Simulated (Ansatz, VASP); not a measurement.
Two plane-wave programs on PbS

```xyz
4
Lattice="4.1235 0.0000 0.0000 -2.0617 3.5710 0.0000 0.0000 0.0000 7.3337" Properties=species:S:1:pos:R:3 pbc="T T T"
Pb    0.0000    0.0000    0.0000
Pb    0.0000    0.0000    3.6669
S     0.0000    2.3807    1.8334
S     2.0617    1.1903    5.5003
```

Alike in both runs: task single point; functional PBE; k mesh 12 × 12 × 4; occupations fermi-dirac, width 0.02 eV; no spin polarisation.

|  | VASP | Ansatz |
| --- | --- | --- |
| version | VASP 6.6.1 | Ansatz 0.2.0 |
| potentials or method | VASP PAW PBE potentials, release 64 (Pb_d, S) | plane waves, PAW |
| plane-wave cutoff (eV) | 500 | 420 |
| valence electrons in the cell | 40 | 40 |

|  | VASP | Ansatz | Ansatz less VASP |
| --- | --- | --- | --- |
| pressure (GPa) | 0.9 | 1.0 | +0.07 |

Neither program's run includes spin-orbit coupling.
